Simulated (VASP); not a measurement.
# SiNi3 (R-3m) in VASP: a series of runs

SiNi3 is run at these levels: PBEsol; tasks: single point.

Program: VASP 6.6.1. These are calculated values, not measurements. Logs are shortened: lines on timing, memory, paths and dates and some standing lists are left out, and cuts for length are marked.

### 1 The cell of the first run

It takes space group R-3m (No. 166, trigonal). The conventional cell has a = 2.516 Å, b = 2.516 Å, c = 22.497 Å, α = 90.00°, β = 90.00°, γ = 120.00°. Ni (site symmetry 3m) has 3 Si at 2.30 Å and 9 Ni at 2.45 to 2.52 Å within 3.0 Å. Ni (site symmetry -3m) has 12 Ni at 2.45 to 2.52 Å within 3.2 Å. Si (site symmetry -3m) has 6 Ni at 2.30 Å and 6 Si at 2.52 Å within 3.0 Å.

### 2 Single point, PBEsol, collinear spin, ferromagnetic start

INCAR

```
SYSTEM = SiNi3
PREC = Accurate ; ENCUT = 520
EDIFF = 1E-6 ; ISMEAR = -1
SIGMA = 0.05 ; LREAL = .FALSE.
LASPH = .TRUE. ; NELM = 150
ALGO = Normal ; ISIF = 2
LWAVE = .FALSE. ; LCHARG = .TRUE.
ISPIN = 2 ; MAGMOM = 1 1 1 0
LORBIT = 11 ; LMAXMIX = 4
GGA = PS ; LELF = .TRUE.
LVHAR = .TRUE. ; NBANDS = 29
```

KPOINTS

```
regular mesh
0
G
  12 12 12
  0 0 0
```

POSCAR

```
SiNi3
1.0
    1.2578077827      0.7261956619      7.4989772592
   -1.2578077827      0.7261956619      7.4989772592
    0.0000000000     -1.4523913239      7.4989772592
Ni Si
3 1
Direct
    0.2541940170      0.2541940170      0.2541940170
    0.5000000000      0.5000000000      0.5000000000
    0.7458059830      0.7458059830      0.7458059830
    0.0000000000      0.0000000000      0.0000000000
```

Potentials or basis: VASP PAW PBE potentials, release 64 (Ni, Si).

Run with:

```bash
$ cat potpaw_PBE.64/Ni/POTCAR potpaw_PBE.64/Si/POTCAR > POTCAR
$ mpirun -np 1 vasp_std > vasp.out
```

OUTCAR:

```text
SYSTEM = SiNi3
   PREC = Accurate
   ENCUT = 520
   EDIFF = 1E-6
   ISMEAR = -1
   LREAL = .FALSE.
   LASPH = .TRUE.
   NELM = 150
   ISIF = 2
   ISPIN = 2
   LORBIT = 11
   GGA = PS

 ion  position               nearest neighbor table
   1  0.254  0.254  0.254-   4 2.30   4 2.30   4 2.30   2 2.45   2 2.45   2 2.45
   2  0.500  0.500  0.500-   1 2.45   1 2.45   3 2.45   3 2.45   1 2.45   3 2.45
   3  0.746  0.746  0.746-   4 2.30   4 2.30   4 2.30   2 2.45   2 2.45   2 2.45
   4  0.000  0.000  0.000-   3 2.30   3 2.30   1 2.30   1 2.30   3 2.30   1 2.30

  LATTYP: Found a trigonal (rhomboedric) cell.
 ALAT       =     7.6383310017
 COS(alpha) =     0.9457672531

  Lattice vectors:

 A1 = (   1.2578077827,   0.7261956619,   7.4989772592)
 A2 = (  -1.2578077827,   0.7261956619,   7.4989772592)
 A3 = (   0.0000000000,  -1.4523913239,   7.4989772592)

Analysis of symmetry for initial positions (statically):
=====================================================================
 Subroutine PRICEL returns:
 Original cell was already a primitive cell.

 Routine SETGRP: Setting up the symmetry group for a
 trigonal (rhombohedral) supercell.

 Subroutine GETGRP returns: Found 12 space group operations
 (whereof 12 operations were pure point group operations)
 out of a pool of 12 trial point group operations.

The static configuration has the point symmetry D_3d.

Analysis of symmetry for dynamics (positions and initial velocities):
=====================================================================
 Subroutine PRICEL returns:
 Original cell was already a primitive cell.

 Routine SETGRP: Setting up the symmetry group for a
 trigonal (rhombohedral) supercell.

 Subroutine GETGRP returns: Found 12 space group operations
 (whereof 12 operations were pure point group operations)
 out of a pool of 12 trial point group operations.

The dynamic configuration has the point symmetry D_3d.

Analysis of structural, dynamic, and magnetic symmetry:
=====================================================================
 Subroutine PRICEL returns:
 Original cell was already a primitive cell.

 Routine SETGRP: Setting up the symmetry group for a
 trigonal (rhombohedral) supercell.

 Subroutine GETGRP returns: Found 12 space group operations
 (whereof 12 operations were pure point group operations)
 out of a pool of 12 trial point group operations.

The overall configuration has the point symmetry D_3d.

 Subroutine INISYM returns: Found 12 space group operations
 (whereof 12 operations are pure point group operations),
 and found     1 'primitive' translations

[... 123 lines left out ...]
   GGA     = PS    functional components
   LHFCALC =     F    Hartree Fock is set to
   AEXX    =    0.0000 exact exchange contribution
   IVDW    =     0    specifies the selected vdW correction
   LEPSILON=     F    determine dielectric tensor
   LRPA    =     F    only Hartree local field effects (RPA)
 spin polarized calculation
  energy-cutoff  :      520.00
  volume of cell :       41.10
 maximum number of plane-waves:      1126
 NGX is ok and might be reduce to    60
   NGX = 29   NGY = 29   NGZ = 29

 number of electron      34.0000005 magnetization       0.0000226

 Free energy of the ion-electron system (eV)
  ---------------------------------------------------
  ext. energy  EPLUGINS =         0.00000000
  ---------------------------------------------------
  free energy    TOTEN  =       -24.92844901 eV

  energy without entropy =      -24.89546518  energy(sigma->0) =      -24.91195710

 E-fermi :  11.2385     XC(G=0): -13.4825

 val. band max:       11.2364148477   @ k =  -0.2500   0.4167   0.0833
 cond. band min:      11.2386171151   @ k =   0.5000   0.0000   0.0000
 fundamental gap:      0.0022022673
 Fermi energy:        11.2385180789

 spin component 1

 k-point     1 :       0.0000    0.0000    0.0000
  band No.  band energies     occupation
      1      -3.2121      1.00000
      2       2.6361      1.00000
      3       3.4196      1.00000
      4       6.4857      1.00000
      5       8.0852      1.00000
      6       9.0493      1.00000
[... 757 lines left out ...]
     28      24.2589      0.00000
     29      25.4402      0.00000

 [... further k-points ...]

 spin component 2

 k-point     1 :       0.0000    0.0000    0.0000
  band No.  band energies     occupation
      1      -3.2120      1.00000
      2       2.6361      1.00000
      3       3.4196      1.00000
      4       6.4857      1.00000
      5       8.0852      1.00000
      6       9.0493      1.00000
[... 757 lines left out ...]
     28      24.2589      0.00000
     29      25.4402      0.00000

 [... further k-points ...]
[... 5 lines left out ...]
  --------------------------------------------------------------------------------------
  -------------------------------------------------------------------------------------
  Total        2.6361758      2.6361758      2.6952040      0.0000000     -0.0000000      0.0000000
  in kB      102.7693808    102.7693808    105.0705513      0.0000000     -0.0000000      0.0000000
  external PRESSURE =     103.5364377 kB  Pullay stress =       0.0000000 kB

 VOLUME and BASIS-vectors are now :
 -----------------------------------------------------------------------------
  energy-cutoff  :      520.00
  volume of cell :       41.10
      direct lattice vectors                 reciprocal lattice vectors
     1.257807783  0.726195662  7.498977259     0.397517019  0.229506558  0.044450506
    -1.257807783  0.726195662  7.498977259    -0.397517019  0.229506558  0.044450506
     0.000000000 -1.452391324  7.498977259     0.000000000 -0.459013116  0.044450506

 POSITION                                       TOTAL-FORCE (eV/Angst)
 -----------------------------------------------------------------------------------
      0.00000     -0.00000      5.71859         0.000000      0.000000     -0.057260
      0.00000     -0.00000     11.24847         0.000000     -0.000000     -0.000000
      0.00000     -0.00000     16.77835         0.000000     -0.000000      0.057260
      0.00000      0.00000      0.00000         0.000000      0.000000      0.000000
 -----------------------------------------------------------------------------------
    total drift:                               -0.000000     -0.000000      0.000000

  FREE ENERGIE OF THE ION-ELECTRON SYSTEM (eV)
  ---------------------------------------------------
  free  energy   TOTEN  =       -24.9284490099 eV

  energy  without entropy=      -24.8954651827  energy(sigma->0) =      -24.91195710

 total charge

# of ion       s       p       d       tot
------------------------------------------
    1        0.518   0.632   8.461   9.610
    2        0.509   0.504   8.341   9.354
    3        0.518   0.632   8.461   9.610
    4        0.740   0.944   0.000   1.684
--------------------------------------------------
tot          2.285   2.712  25.262  30.259

 magnetization (x)

# of ion       s       p       d       tot
------------------------------------------
    1        0.000   0.000  -0.000  -0.000
    2       -0.000   0.000   0.000   0.000
    3        0.000   0.000  -0.000  -0.000
    4        0.000   0.000   0.000   0.000
--------------------------------------------------
tot          0.000   0.000   0.000   0.000
```

Wall time 78 min (1 thread of Intel Xeon Platinum 8488C (Sapphire Rapids), shared host); peak memory 0.85 GiB.

What came out:

- Free energy: -24.9284 eV
- Pressure: 10.4 GPa
- Largest force: 0.057 eV/Å
- Band gap on the k mesh: zero (filled and empty bands overlap)
- Net moment: 0.00 μB per cell
- Valence electrons inside the program's atomic spheres: Ni 9.61, 9.35 (each value once); Si 1.68

Forces in eV/Å, atoms in the order of the input:
```
Ni   0.000  0.000 -0.057
Ni   0.000  0.000  0.000
Ni   0.000  0.000  0.057
Si   0.000  0.000  0.000
```

Levels at points of the mesh, in eV from the Fermi level:
Spin up:
| k point | band 15 | band 16 | band 17 | band 18 | band 19 | band 20 |
| --- | --- | --- | --- | --- | --- | --- |
| (0.00, 0.00, 0.00) | -1.33 | -1.15 | -1.15 | -0.43 | -0.43 | 4.20 |
| (0.50, 0.00, 0.00) | -0.32 | -0.03 | 0.00 | 0.71 | 1.16 | 2.61 |
| (0.50, 0.50, 0.00) | -0.32 | -0.12 | -0.03 | 0.22 | 2.08 | 2.29 |
| (0.50, 0.50, 0.50) | -1.39 | -1.11 | -1.11 | -0.43 | -0.43 | 6.36 |
Spin down:
```
           k point  band 14  band 15  band 16  band 17  band 18  band 19  band 20  band 21
(0.00, 0.00, 0.00)    -1.33    -1.33    -1.15    -1.15    -0.43    -0.43     4.20    12.61
(0.50, 0.00, 0.00)    -0.32    -0.32    -0.03     0.00     0.71     1.16     2.61     5.75
(0.50, 0.50, 0.00)    -0.32    -0.32    -0.12    -0.03     0.22     2.08     2.29     5.74
(0.50, 0.50, 0.50)    -1.39    -1.39    -1.11    -1.11    -0.43    -0.43     6.36     9.12
```

Caveat: the cell stands under pressure; the PAW data sets were made with another functional, which shifts forces and pressure a little.

### 3 Single point, PBEsol, collinear spin, ferromagnetic start (10.42 Å³/atom)

This run uses another cell than the first one, of 10.42 Å³/atom.

INCAR

```
PREC = Accurate
ENCUT = 520
EDIFF = 1E-6
ISMEAR = -1
SIGMA = 0.05
LREAL = False
LASPH = True
NELM = 150
ALGO = Fast
ISIF = 2
LWAVE = False
LCHARG = True
ISPIN = 2
MAGMOM = 1 1 1 0
LORBIT = 11
LMAXMIX = 4
GGA = PS
LELF = True
LVHAR = True
NBANDS = 29
```

KPOINTS

```
Automatic mesh
0
Gamma
  12 12 12
```

POSCAR

```
SiNi3
1.0
    1.2664129658      0.7311638667      7.5055783138
   -1.2664129658      0.7311638667      7.5055783138
    0.0000000000     -1.4623277334      7.5055783138
Ni Si
3 1
Direct
    0.2547330000      0.2547330000      0.2547330000
    0.5000000000      0.5000000000      0.5000000000
    0.7452670000      0.7452670000      0.7452670000
    0.0000000000      0.0000000000      0.0000000000
```

Potentials or basis: VASP PAW PBE potentials, release 64 (Ni, Si).

Run with:

```bash
$ cat potpaw_PBE.64/Ni/POTCAR potpaw_PBE.64/Si/POTCAR > POTCAR
$ mpirun -np 1 vasp_std > vasp.out
```

Wall time 86 min (1 thread of Intel Xeon Platinum 8488C (Sapphire Rapids), shared host); peak memory 0.84 GiB.

Results (log left out):

* Free energy: -24.9571 eV
* Pressure: 7.2 GPa
* Largest force: 0.205 eV/Å
* Band gap on the k mesh: zero (filled and empty bands overlap)
* Net moment: 0.00 μB per cell
* Valence electrons inside the program's atomic spheres: Ni 9.59, 9.32 (each value once); Si 1.68

Forces on the atoms (eV/Å):
```
Ni   0.000  0.000 -0.205
Ni   0.000  0.000  0.000
Ni   0.000  0.000  0.205
Si   0.000  0.000  0.000
```

Stress tensor (GPa, compression positive):
```
6.63 0.00 0.00
0.00 6.63 0.00
0.00 0.00 8.25
```

Levels at points of the mesh, in eV from the Fermi level:
Spin up:
```
           k point  band 15  band 16  band 17  band 18  band 19  band 20
(0.00, 0.00, 0.00)    -1.30    -1.14    -1.14    -0.42    -0.42     4.29
(0.50, 0.00, 0.00)    -0.33    -0.03     0.00     0.76     1.13     2.55
(0.50, 0.50, 0.00)    -0.33    -0.10    -0.03     0.22     2.04     2.27
(0.50, 0.50, 0.50)    -1.39    -1.10    -1.10    -0.42    -0.42     6.52
```
Spin down:
```csv
k point,band 13,band 14,band 15,band 16,band 17,band 18,band 19,band 20,band 21,band 22
"(0.00, 0.00, 0.00)",-1.33,-1.33,-1.30,-1.14,-1.14,-0.43,-0.43,4.29,12.58,12.83
"(0.50, 0.00, 0.00)",-0.63,-0.34,-0.34,-0.03,0.00,0.76,1.13,2.55,5.64,6.28
"(0.50, 0.50, 0.00)",-0.55,-0.34,-0.34,-0.10,-0.03,0.22,2.04,2.27,5.77,6.93
"(0.50, 0.50, 0.50)",-1.93,-1.39,-1.39,-1.10,-1.10,-0.42,-0.42,6.52,9.05,12.84
```

Caveat: the cell stands under pressure; the PAW data sets were made with another functional, which shifts forces and pressure a little.
